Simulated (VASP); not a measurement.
# BP (I-4m2) in VASP: a series of runs

The runs below take BP through single point, with r2SCAN.

Program: VASP 6.6.1. These are calculated values, not measurements. Logs are shortened: lines on timing, memory, paths and dates and some standing lists are left out, and cuts for length are marked.

## (1) The cell of the first run

It takes space group I-4m2 (No. 119, tetragonal). The conventional cell has a = 2.968 Å, b = 2.968 Å, c = 4.538 Å, α = 90.00°, β = 90.00°, γ = 90.00°. Within 2.5 Å of B (site symmetry -4m2) lie 4 P at 1.87 Å. P (site symmetry -4m2) has 4 B at 1.87 Å within 2.5 Å.

## (2) Single point, r2SCAN (strain -0.0750 x Voigt [1, 1, 0, 0, 0, 0])

Input file POSCAR:

```
BP
1.0
    0.0000000000      2.0988250000      2.2690000000
    2.0988250000      0.0000000000      2.2690000000
    2.0988250000      2.0988250000      0.0000000000
B P
1 1
Direct
    0.0000000000      0.0000000000      0.0000000000
    0.7500000000      0.7500000000      0.7500000000
```

Input file INCAR.step1:

```
  PREC = Accurate
  ENCUT = 520
  ISMEAR = 0
  SIGMA = 0.05
  LREAL = F
  LASPH = T
  NELM = 80
  NBANDS = 11
  GGA = PE
  ALGO = Normal
  EDIFF = 1E-4
  LWAVE = T
  LCHARG = F
```

Input file INCAR.step2:

```
  PREC = Accurate
  ENCUT = 520
  EDIFF = 1E-6
  ISMEAR = 0
  SIGMA = 0.05
  LREAL = F
  LASPH = T
  NELM = 80
  ALGO = Normal
  ISIF = 2
  LWAVE = F
  LCHARG = F
  METAGGA = R2SCAN
  LMIXTAU = T
  NBANDS = 11
  ISTART = 1
```

Input file KPOINTS:

```
Automatic mesh
0
Gamma
  10 10 10
```

Potentials or basis: VASP PAW PBE potentials, release 64 (B, P).

Launch:

```bash
$ cat potpaw_PBE.64/B/POTCAR potpaw_PBE.64/P/POTCAR > POTCAR
$ cp INCAR.step1 INCAR
$ mpirun -np 1 vasp_std > vasp.out
$ cp INCAR.step2 INCAR
$ mpirun -np 1 vasp_std > vasp.out
```

OUTCAR:

```text
PREC = Accurate
   ENCUT = 520
   EDIFF = 1E-6
   ISMEAR = 0
   LREAL = F
   LASPH = T
   NELM = 80
   ISIF = 2
   METAGGA = R2SCAN
   ISTART = 1

 ion  position               nearest neighbor table
   1  0.000  0.000  0.000-   2 1.87   2 1.87   2 1.87   2 1.87
   2  0.750  0.750  0.750-   1 1.87   1 1.87   1 1.87   1 1.87

  LATTYP: Found a body centered tetragonal cell.
 ALAT       =     2.9681867800
 C/A-ratio  =     1.5288795269

  Lattice vectors:

 A1 = (  -2.0988250000,   0.0000000000,   2.2690000000)
 A2 = (   2.0988250000,   0.0000000000,   2.2690000000)
 A3 = (   0.0000000000,   2.0988250000,  -2.2690000000)

Analysis of symmetry for initial positions (statically):
=====================================================================
 Subroutine PRICEL returns:
 Original cell was already a primitive cell.

 Routine SETGRP: Setting up the symmetry group for a
 body centered tetragonal supercell.

 Subroutine GETGRP returns: Found  8 space group operations
 (whereof  8 operations were pure point group operations)
 out of a pool of 16 trial point group operations.

The static configuration has the point symmetry D_2d.

Analysis of symmetry for dynamics (positions and initial velocities):
=====================================================================
 Subroutine PRICEL returns:
 Original cell was already a primitive cell.

 Routine SETGRP: Setting up the symmetry group for a
 body centered tetragonal supercell.

 Subroutine GETGRP returns: Found  8 space group operations
 (whereof  8 operations were pure point group operations)
 out of a pool of 16 trial point group operations.

The dynamic configuration has the point symmetry D_2d.

 Subroutine INISYM returns: Found  8 space group operations
 (whereof  8 operations are pure point group operations),
 and found     1 'primitive' translations

----------------------------------------------------------------------------------------

                                     Primitive cell

  volume of cell :      19.9902

  direct lattice vectors                    reciprocal lattice vectors
     0.000000000  2.098825000  2.269000000    -0.238228533  0.238228533  0.220361393
     2.098825000  0.000000000  2.269000000     0.238228533 -0.238228533  0.220361393
     2.098825000  2.098825000  0.000000000     0.238228533  0.238228533 -0.220361393

  length of vectors
     3.090861915  3.090861915  2.968186780     0.402572740  0.402572740  0.402572740

[... 81 lines left out ...]
   LREAL  =      F    real-space projection
   EDIFFG = 0.1E-04   stopping-criterion for IOM
   NSW    =      0    number of steps for IOM
   IBRION =     -1    ionic relax: 0-MD 1-quasi-New 2-CG
   NFREE  =      0    steps in history (QN), initial steepest desc. (CG)
   ISIF   =      2    stress and relaxation
   ISYM   =      2    0-nonsym 1-usesym 2-fastsym
   POTIM  = 0.5000    time-step for ionic-motion
   TEBEG  =    0.0;   TEEND  =   0.0 temperature during run
   PSTRESS=    0.0 pullay stress
   NELECT =       8.0000    total number of electrons
   NUPDOWN=      -1.0000    fix difference up-down
   EMIN   =  10.00;   EMAX   =-10.00  energy-range for DOS
   EFERMI =   0.00;   METHOD = LEGACY
   ISMEAR =     0;   SIGMA  =   0.05  broadening in eV -4-tet -1-fermi 0-gaus
   EFERMI_NEDOS =   21; number of points for ismear=-14 and -15
   IALGO  =     38    algorithm
   IMIX   =      4    mixing-type and parameters
     AMIX     =   0.40;   BMIX     =  1.00
     AMIX_MAG =   1.60;   BMIX_MAG =  1.00
  volume/ion in A,a.u.               =      10.00        67.45
  Fermi-wavevector in a.u.,A,eV,Ry     =   1.206422  2.279807 19.802648  1.455454
  Thomas-Fermi vector in A             =   2.342089
   LORBIT       =      0    0 simple, 1 ext, 2 COOP (PROOUT), +10 PAW based schemes
   METAGGA = R2SCAN    functional components
   LHFCALC =     F    Hartree Fock is set to
   AEXX    =    0.0000 exact exchange contribution
   IVDW    =     0    specifies the selected vdW correction
   LEPSILON=     F    determine dielectric tensor
   LRPA    =     F    only Hartree local field effects (RPA)
 non-spin polarized calculation
 Gauss-broadening in eV      SIGMA  =   0.05
  energy-cutoff  :      520.00
  volume of cell :       19.99
 maximum number of plane-waves:       549
   NGX = 11   NGY = 11   NGZ = 11

 number of electron       8.0000000 magnetization

 Free energy of the ion-electron system (eV)
  ---------------------------------------------------
  ext. energy  EPLUGINS =         0.00000000
  ---------------------------------------------------
  free energy    TOTEN  =       -16.90919218 eV

  energy without entropy =      -16.90919218  energy(sigma->0) =      -16.90919218

 E-fermi :   9.9948     XC(G=0): -12.2278

 val. band max:        9.6773463537   @ k =   0.0000   0.0000   0.0000
 cond. band min:      10.2519577048   @ k =   0.4000   0.0000   0.4000
 fundamental gap:      0.5746113511
 Fermi energy:         9.9947733033

 k-point     1 :       0.0000    0.0000    0.0000
  band No.  band energies     occupation
      1      -8.4158      2.00000
      2       8.7207      2.00000
      3       9.6773      2.00000
      4       9.6773      2.00000
      5      13.1895      0.00000
      6      13.1895      0.00000
      7      13.6109      0.00000
      8      19.7010      0.00000
      9      21.2620      0.00000
     10      23.1201      0.00000
     11      23.7233      0.00000
[... 309 lines left out ...]
 k-point    24 :       0.4000    0.3000    0.0000
  band No.  band energies     occupation
      1      -5.2053      2.00000
      2       1.8876      2.00000
      3       4.8122      2.00000
      4       5.7621      2.00000
      5      11.9744      0.00000
      6      13.9273      0.00000
      7      20.6337      0.00000
      8      20.7112      0.00000
      9      25.6328      0.00000
     10      26.7551      0.00000
     11      29.4438      0.00000

 [... further k-points ...]
[... 5 lines left out ...]
  --------------------------------------------------------------------------------------
  -------------------------------------------------------------------------------------
  Total        5.4229402      5.4229402      1.8875619      0.0000000      0.0000000      0.0000000
  in kB      434.6387573    434.6387573    151.2846439      0.0000000      0.0000000      0.0000000
  external PRESSURE =     340.1873861 kB  Pullay stress =       0.0000000 kB

 VOLUME and BASIS-vectors are now :
 -----------------------------------------------------------------------------
  energy-cutoff  :      520.00
  volume of cell :       19.99
      direct lattice vectors                 reciprocal lattice vectors
     0.000000000  2.098825000  2.269000000    -0.238228533  0.238228533  0.220361393
     2.098825000  0.000000000  2.269000000     0.238228533 -0.238228533  0.220361393
     2.098825000  2.098825000  0.000000000     0.238228533  0.238228533 -0.220361393

 POSITION                                       TOTAL-FORCE (eV/Angst)
 -----------------------------------------------------------------------------------
      0.00000      0.00000      0.00000        -0.000000     -0.000000      0.000000
      3.14824      3.14824      3.40350         0.000000      0.000000     -0.000000
 -----------------------------------------------------------------------------------
    total drift:                                0.000000      0.000000      0.000000

  FREE ENERGIE OF THE ION-ELECTRON SYSTEM (eV)
  ---------------------------------------------------
  free  energy   TOTEN  =       -16.9091921805 eV

  energy  without entropy=      -16.9091921805  energy(sigma->0) =      -16.90919218
```

OUTCAR.step1:

```text
PREC = Accurate
   ENCUT = 520
   ISMEAR = 0
   LREAL = F
   LASPH = T
[... 557 lines left out ...]
 -----------------------------------------------------------------------------------
      0.00000      0.00000      0.00000         0.000000      0.000000     -0.000000
      3.14824      3.14824      3.40350        -0.000000     -0.000000      0.000000
 -----------------------------------------------------------------------------------
    total drift:                                0.000000      0.000000     -0.000000

  FREE ENERGIE OF THE ION-ELECTRON SYSTEM (eV)
  ---------------------------------------------------
  free  energy   TOTEN  =       -12.5076533285 eV

  energy  without entropy=      -12.5076533285  energy(sigma->0) =      -12.50765333
```

It took 27 s on 1 thread of Intel Xeon 6975P-C (Granite Rapids), shared host; peak memory 0.14 GiB.

What came out:

```
Free energy            : -16.9092 eV
Pressure               : 34.0 GPa
Band gap on the k mesh : 0.57 eV, indirect (least direct gap 3.51 eV)
```

Caveat: the cell differs from its parent crystal (strain -0.0750 x Voigt [1, 1, 0, 0, 0, 0]); the PAW data sets were made with another functional, which shifts forces and pressure a little. A k mesh can miss the band edges.

## (3) Single point, r2SCAN (strain -0.0375 x Voigt [1, 1, 0, 0, 0, 0])

Input file POSCAR:

```
BP
1.0
    0.0000000000      2.1839125000      2.2690000000
    2.1839125000      0.0000000000      2.2690000000
    2.1839125000      2.1839125000      0.0000000000
B P
1 1
Direct
    0.0000000000      0.0000000000      0.0000000000
    0.7500000000      0.7500000000      0.7500000000
```

Input file INCAR.step1:

```
SYSTEM = BP
PREC = Accurate
ENCUT = 520
ISMEAR = 0
SIGMA = 0.05
LREAL = .False.
LASPH = .True.
NELM = 100
NBANDS = 11
GGA = PE
ALGO = Normal
EDIFF = 1E-4
LWAVE = .True.
LCHARG = .False.
```

Input file INCAR.step2:

```
SYSTEM = BP
PREC = Accurate
ENCUT = 520
EDIFF = 1E-6
ISMEAR = 0
SIGMA = 0.05
LREAL = .False.
LASPH = .True.
NELM = 100
ALGO = Normal
ISIF = 2
LWAVE = .False.
LCHARG = .True.
METAGGA = R2SCAN
LMIXTAU = .True.
LELF = .True.
LVHAR = .True.
NBANDS = 11
ISTART = 1
```

Input file KPOINTS:

```
regular mesh
0
Gamma
  10 10 10
  0 0 0
```

Potentials or basis: VASP PAW PBE potentials, release 64 (B, P).

Launch:

```bash
$ cat potpaw_PBE.64/B/POTCAR potpaw_PBE.64/P/POTCAR > POTCAR
$ cp INCAR.step1 INCAR
$ mpirun -np 1 vasp_std > vasp.out
$ cp INCAR.step2 INCAR
$ mpirun -np 1 vasp_std > vasp.out
```

It took 26 s on 1 thread of Intel Xeon 6975P-C (Granite Rapids), shared host; peak memory 0.15 GiB.

Results (log left out):

```yaml
Free_energy: -17.2216 eV
Pressure: 14.1 GPa
Band_gap_on_the_k_mesh: 1.03 eV, indirect (least direct gap 3.56 eV)
```

Stress tensor (GPa, compression positive):
```
18.22  0.00  0.00
 0.00 18.22  0.00
 0.00  0.00  5.81
```

Levels at points of the mesh, in eV from the valence-band top:
```tsv
k point	band 1	band 2	band 3	band 4	band 5	band 6	band 7	band 8	band 9
(0.00, 0.00, 0.00)	-17.13	-0.43	0.00	0.00	3.56	3.56	3.78	9.09	12.13
(0.50, 0.00, 0.00)	-13.32	-10.22	-2.39	-1.82	4.09	5.11	5.16	11.09	15.60
(0.50, 0.50, 0.00)	-11.83	-9.94	-4.48	-4.48	1.55	2.11	13.71	13.71	16.93
(0.50, 0.00, 0.50)	-11.39	-9.56	-4.97	-4.88	1.09	1.50	13.10	14.12	16.95
```

Caveat: the cell differs from its parent crystal (strain -0.0375 x Voigt [1, 1, 0, 0, 0, 0]); the PAW data sets were made with another functional, which shifts forces and pressure a little.

## (4) Single point, r2SCAN (strain +0.0375 x Voigt [1, 1, 0, 0, 0, 0])

Input file POSCAR:

```
BP
1.0
    0.0000000000      2.3540875000      2.2690000000
    2.3540875000      0.0000000000      2.2690000000
    2.3540875000      2.3540875000      0.0000000000
B P
1 1
Direct
    0.0000000000      0.0000000000      0.0000000000
    0.7500000000      0.7500000000      0.7500000000
```

Input file INCAR.step1:

```
ALGO     = Normal         # electronic algorithm
EDIFF    = 1E-4           # SCF threshold, eV
ENCUT    = 520            # plane-wave cutoff, eV
GGA      = PE             # functional
ISMEAR   = 0              # smearing method
LASPH    = T              # aspherical terms in the spheres
LCHARG   = F              # write CHGCAR
LREAL    = F              # projectors in reciprocal space
LWAVE    = T              # write WAVECAR
NBANDS   = 11             # bands
NELM     = 60             # most SCF steps
PREC     = Accurate       # precision mode
SIGMA    = 0.05           # smearing width, eV
```

Input file INCAR.step2:

```
ALGO     = Normal         # electronic algorithm
EDIFF    = 1E-7           # SCF threshold, eV
ENCUT    = 520            # plane-wave cutoff, eV
ISIF     = 2              # what is computed and relaxed
ISMEAR   = 0              # smearing method
ISTART   = 1            
LASPH    = T              # aspherical terms in the spheres
LCHARG   = F              # write CHGCAR
LMIXTAU  = T            
LREAL    = F              # projectors in reciprocal space
LWAVE    = F              # write WAVECAR
METAGGA  = R2SCAN         # meta-GGA
NBANDS   = 11             # bands
NELM     = 60             # most SCF steps
PREC     = Accurate       # precision mode
SIGMA    = 0.05           # smearing width, eV
```

Input file KPOINTS:

```
k-points
0
Gamma
  10 10 10
```

Launch:

```bash
$ cat potpaw_PBE.64/B/POTCAR potpaw_PBE.64/P/POTCAR > POTCAR
$ cp INCAR.step1 INCAR
$ mpirun -np 1 vasp_std > vasp.out
$ cp INCAR.step2 INCAR
$ mpirun -np 1 vasp_std > vasp.out
```

It took 44 s on 1 thread of Intel Xeon 6975P-C (Granite Rapids), shared host; peak memory 0.15 GiB.

Results (log left out):

```
Free energy            : -17.2230 eV
Pressure               : -11.4 GPa
Band gap on the k mesh : 0.98 eV, indirect (least direct gap 3.16 eV)
```

Stress tensor (GPa, compression positive):
```
-14.56   0.00   0.00
  0.00 -14.56   0.00
  0.00   0.00  -5.11
```

Levels at points of the mesh, in eV from the valence-band top:
```csv
k point,band 1,band 2,band 3,band 4,band 5,band 6,band 7,band 8
"(0.00, 0.00, 0.00)",-15.83,-0.35,-0.35,0.00,3.16,3.39,3.39,6.60
"(0.50, 0.00, 0.00)",-12.62,-9.20,-2.23,-1.78,3.33,4.58,5.03,10.41
"(0.50, 0.50, 0.00)",-10.85,-8.76,-4.55,-4.55,1.16,1.41,12.10,12.10
"(0.50, 0.00, 0.50)",-11.18,-9.08,-4.21,-4.14,1.59,1.91,11.72,12.39
```

Caveat: the cell differs from its parent crystal (strain +0.0375 x Voigt [1, 1, 0, 0, 0, 0]); the PAW data sets were made with another functional, which shifts forces and pressure a little.

## (5) Summary

| cell | gap on the mesh (eV) | pressure (GPa) |
| --- | --- | --- |
| a = 3.091, b = 3.091, c = 2.968 Å, angles 61.3, 61.3, 57.4°, 2 atoms | 0.57 | 34.0 |
| a = 3.149, b = 3.149, c = 3.089 Å, angles 60.6, 60.6, 58.7°, 2 atoms | 1.03 | 14.1 |
| a = 3.270, b = 3.270, c = 3.329 Å, angles 59.4, 59.4, 61.2°, 2 atoms | 0.98 | -11.4 |

Alike in all rows: task single point; level r2SCAN; potentials or basis VASP PAW PBE potentials, release 64 (B, P); no spin polarisation; k mesh 10 × 10 × 10; cutoff (eV) 520; smearing gaussian 0.05 eV.

Caveats: the PAW data sets were made with another functional, which shifts forces and pressure a little.

Absolute energies hang on the potentials; compare differences alone.
